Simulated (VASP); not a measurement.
TaTlO4: single point with PBE

The system is TaTlO4.

```
CELL_PARAMETERS angstrom
3.87264 0.00000 0.00000
0.00000 3.87264 0.00000
0.00000 0.00000 5.47674
ATOMIC_POSITIONS crystal
Ta 0.00000 0.00000 0.00000
Tl 0.50000 0.50000 0.50000
O 0.50000 0.00000 0.25000
O 0.00000 0.50000 0.75000
O 0.50000 0.00000 0.75000
O 0.00000 0.50000 0.25000
```

```json
{
  "Program": "VASP 6.6.1",
  "Task": "single point",
  "Functional": "PBE",
  "Potentials or basis": "VASP PAW PBE potentials, release 64 (Ta_pv, Tl_d, O)",
  "Cutoff": "520 eV",
  "k mesh": "4 × 4 × 4",
  "Occupations": "gaussian, width 0.1 eV",
  "Spin": "no spin polarisation"
}
```

The pressure is -25.2 GPa. The largest force is 2.660 eV/Å and the band gap on the k mesh is zero (bands 24 and 25 overlap by 0.25 eV).

Forces on the atoms (eV/Å):
```
Ta   0.000  0.000  0.000
Tl   0.000  0.000  0.000
O    0.000  0.000 -2.660
O    0.000  0.000  2.660
O    0.000  0.000  2.660
O    0.000  0.000 -2.660
```

Stress tensor (GPa, compression positive):
```
-26.00   0.00   0.00
  0.00 -26.00   0.00
  0.00   0.00 -23.54
```

Levels at points of the mesh, in eV from the Fermi level:
| k point | band 21 | band 22 | band 23 | band 24 | band 25 | band 26 | band 27 | band 28 |
| --- | --- | --- | --- | --- | --- | --- | --- | --- |
| (0.00, 0.00, 0.00) | -1.10 | -0.46 | -0.41 | -0.41 | -0.20 | 1.11 | 1.47 | 3.91 |
| (0.50, 0.00, 0.00) | -2.12 | -1.51 | -0.89 | -0.45 | 1.07 | 1.61 | 3.05 | 3.18 |
| (0.50, 0.50, 0.00) | -1.24 | -0.57 | -0.35 | -0.11 | -0.03 | 1.31 | 3.01 | 3.01 |
| (0.00, 0.00, 0.50) | -1.42 | -0.98 | -0.53 | -0.53 | 1.10 | 1.19 | 2.24 | 4.14 |
| (0.50, 0.00, 0.50) | -2.20 | -2.19 | -2.02 | -1.98 | 1.17 | 2.00 | 3.09 | 3.55 |
| (0.50, 0.50, 0.50) | -1.95 | -0.70 | -0.50 | 0.05 | 1.36 | 1.57 | 2.53 | 2.53 |

Wall time 110 s on 1 thread of Intel Xeon 8259CL, with other jobs on the host, peak memory 0.21 GiB.

Caveat: the k points lie up to 0.41 Å⁻¹ apart; spin-orbit coupling is left out, which moves the levels of the heavy elements; forces of over 1 eV/Å act on the atoms, so gaps and moduli don't describe the material at rest.
